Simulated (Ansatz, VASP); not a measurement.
Two plane-wave programs on SiC

```
CELL_PARAMETERS angstrom
-3.14126 3.14126 3.14126
3.14126 -3.14126 3.14126
3.14126 3.14126 -3.14126
ATOMIC_POSITIONS crystal
Si 0.12500 0.75000 0.87500
Si 0.62500 0.37500 0.25000
Si 0.75000 0.87500 0.12500
Si 0.87500 0.12500 0.75000
Si 0.37500 0.25000 0.62500
Si 0.25000 0.62500 0.37500
C 0.75000 0.37500 0.62500
C 0.12500 0.87500 0.25000
C 0.25000 0.12500 0.87500
C 0.37500 0.62500 0.75000
C 0.87500 0.25000 0.12500
C 0.62500 0.75000 0.37500
```

Alike in both runs: task relaxation of cell and atoms; functional PBE; k mesh 6 × 6 × 6; occupations gaussian, width 0.02 eV; no spin polarisation.

```csv
,VASP,Ansatz
version,VASP 6.6.1,Ansatz 0.2.0
potentials or method,"VASP PAW PBE potentials, release 64 (Si, C), cutoff 600 eV","scalar-relativistic, plane waves, PAW"
valence electrons in the cell,48,48
```

|  | VASP | Ansatz | Ansatz less VASP |
| --- | --- | --- | --- |
| gap on the k mesh at the Fermi level, each at its own relaxed structure (eV) | 0.62 | 0.63 | +0.005 |
| relaxed volume (Å³/atom) | 10.33 | 10.33 | 0.000 |
| relaxed cell length with the largest relative difference (Å) | 5.441 | 5.441 | 0.0000 |

Noted on VASP's run: the relaxation stopped at its first step, so nothing moved.
